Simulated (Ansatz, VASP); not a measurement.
**MgBe3Ge in VASP and in Ansatz**

File INCAR:

```
SYSTEM = MgBe3Ge
PREC = Accurate
ENCUT = 600
EDIFF = 1E-6
ISMEAR = 0
SIGMA = 0.1
LREAL = .False.
LASPH = .True.
NELM = 60
ALGO = Normal
ISIF = 3
LWAVE = .False.
LCHARG = .False.
GGA = PE
IBRION = 2
NSW = 90
EDIFFG = -0.04
```

File KPOINTS:

```
regular mesh
0
Gamma
  6 6 6
  0 0 0
```

POSCAR

```
MgBe3Ge
1.0
    4.2416519400      0.0000000000      0.0000000000
   -2.1208259700      3.6733783300      0.0000000000
    0.0000000000      0.0000000000      3.6891707500
Mg Be Ge
1 3 1
Direct
    0.0000000000      0.0000000000      0.0000000000
    0.5627098500      0.0000000000      0.0000000000
    0.0000000000      0.5627098500      0.0000000000
    0.4372901500      0.4372901500      0.0000000000
    0.0000000000      0.0000000000      0.5000000000
```

Input for Ansatz:

```yaml
crystal:
  lattice:
    - [4.24165194, 0.0, 0.0]
    - [-2.12082597, 3.67337833, 0.0]
    - [0.0, 0.0, 3.68917075]
  atoms:
    - { symbol: Mg, position: [0.0, 0.0, 0.0] }
    - { symbol: Be, position: [0.56270985, 0.0, 0.0] }
    - { symbol: Be, position: [0.0, 0.56270985, 0.0] }
    - { symbol: Be, position: [0.43729015, 0.43729015, 0.0] }
    - { symbol: Ge, position: [0.0, 0.0, 0.5] }
basis:
  ecutwfc: 420
kpoints:
  mp_grid: { grid: [6, 6, 6] }
hamiltonian:
  xc: pbe
scf:
  occupations: { method: gaussian, width: 0.1 }
  lower_state_search: "off"
output:
  forces: true
  stress: true
  eigenvalues: true
relax:
  adjacent_minimum: "off"
  f_tol: 0.04
  max_steps: 70
  cell: { stress_tol: 0.4 }
```

Alike in both runs: task relaxation of cell and atoms; functional PBE; k mesh 6 × 6 × 6; occupations gaussian, width 0.1 eV; no spin polarisation.

```csv
,VASP,Ansatz
version,VASP 6.6.1,Ansatz 0.2.0
potentials or method,"VASP PAW PBE potentials, release 64 (Mg, Be, Ge_d), cutoff 600 eV","scalar-relativistic, plane waves, PAW"
valence electrons in the cell,22,30
```

```tsv
	VASP	Ansatz	Ansatz less VASP
gap on the k mesh at the Fermi level, each at its own relaxed structure (eV)	none	none	-
relaxed volume (Å³/atom)	19.74	19.77	+0.038
relaxed cell length with the largest relative difference (Å)	5.068	5.076	+0.0078
```

A gap of «none» marks a metal or a gap that the smearing closes. VASP's potentials hold 22 valence electrons a cell and Ansatz's 30, so a difference there can come from the potentials and not from the codes.

Noted on VASP's run: the volume moved by over 15 % at a fixed basis, so the end points are rough.
